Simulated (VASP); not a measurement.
A run of VASP 6.6.1 is set up as follows.

Contents of INCAR:

```
SYSTEM = Li
  ALGO = Normal
  EDIFF = 1E-6
  ENCUT = 750
  GGA = PE
  GGA_COMPAT = .FALSE.
  ISIF = 2
  ISMEAR = -1
  LASPH = .TRUE.
  LCHARG = .TRUE.
  LELF = .TRUE.
  LREAL = .FALSE.
  LVHAR = .TRUE.
  LWAVE = .FALSE.
  NBANDS = 8
  NELM = 120
  PREC = Accurate
  SIGMA = 0.05
```

The input KPOINTS:

```
k-points
0
G
  9 9 9
  0 0 0
```

File POSCAR:

```
Li
1.0
   -1.8248360000      1.8248360000      1.7546500000
    1.8248360000     -1.8248360000      1.7546500000
    1.8248360000      1.8248360000     -1.7546500000
Li
1
Direct
    0.0000000000      0.0000000000      0.0000000000
```

Potentials or basis: VASP PAW PBE potentials, release 64 (Li_sv).

Command:

```sh
$ cat potpaw_PBE.64/Li_sv/POTCAR > POTCAR
$ mpirun -np 1 vasp_std > vasp.out
```

Problem. Estimate the band gap on the k mesh.

Solution. Zero (an odd number of electrons rules out a gap without spin polarisation).

Problem. Predict the pressure.

Solution. -1.7 GPa.

Stress tensor (GPa, compression positive):
```
-1.57  0.00  0.00
 0.00 -1.57  0.00
 0.00  0.00 -1.89
```
